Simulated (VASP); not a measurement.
Set up this calculation in VASP 6.6.1, as the native input.

- Task: single point
- Functional: r2SCAN
- Potentials or basis: VASP PAW PBE potentials, release 64 (Zr_sv, N)
- Cutoff: 660 eV
- k mesh: 7 × 7 × 7
- Occupations: fermi-dirac, width 0.3 eV
- Spin: no spin polarisation
- Dipole correction: no
- Further INCAR settings: ALGO = Normal; EDIFF = 1e-06; NBANDS = 16

ZrN:

```xyz
2
Lattice="0.0000 2.3000 2.3000 2.3000 0.0000 2.3000 2.3000 2.3000 0.0000" Properties=species:S:1:pos:R:3 pbc="T T T"
Zr    2.3000    2.3000    2.3000
N     0.0000    0.0000    0.0000
```

The input as run:

POSCAR

```
ZrN
1.0
    0.0000000000      2.3000000000      2.3000000000
    2.3000000000      0.0000000000      2.3000000000
    2.3000000000      2.3000000000      0.0000000000
Zr N
1 1
Direct
    0.5000000000      0.5000000000      0.5000000000
    0.0000000000      0.0000000000      0.0000000000
```

INCAR.step1

```
SYSTEM = ZrN
PREC = Accurate
ENCUT = 660
ISMEAR = -1
SIGMA = 0.3
LREAL = .False.
LASPH = .True.
NELM = 120
NBANDS = 16
GGA = PE
ALGO = Normal
EDIFF = 1E-5
LWAVE = .True.
LCHARG = .False.
GGA_COMPAT = .False.
```

INCAR.step2

```
SYSTEM = ZrN
PREC = Accurate
ENCUT = 660
EDIFF = 1E-6
ISMEAR = -1
SIGMA = 0.3
LREAL = .False.
LASPH = .True.
NELM = 120
ALGO = Normal
ISIF = 2
LWAVE = .False.
LCHARG = .False.
METAGGA = R2SCAN
LMIXTAU = .True.
NBANDS = 16
ISTART = 1
GGA_COMPAT = .False.
```

KPOINTS

```
Automatic mesh
0
Gamma
  7 7 7
  0 0 0
```

Potentials or basis: VASP PAW PBE potentials, release 64 (Zr_sv, N).

Command:

```bash
$ cat potpaw_PBE.64/Zr_sv/POTCAR potpaw_PBE.64/N/POTCAR > POTCAR
$ cp INCAR.step1 INCAR
$ mpirun -np 1 vasp_std > vasp.out
$ cp INCAR.step2 INCAR
$ mpirun -np 1 vasp_std > vasp.out
```

Results of the run:

```
Pressure : -1.2 GPa
```

Caveat: the PAW data sets were made with another functional, which shifts forces and pressure a little.

Run time: 59 s on 1 thread of AMD EPYC 9R14 (Zen 4) (shared host), peak memory 0.14 GiB.
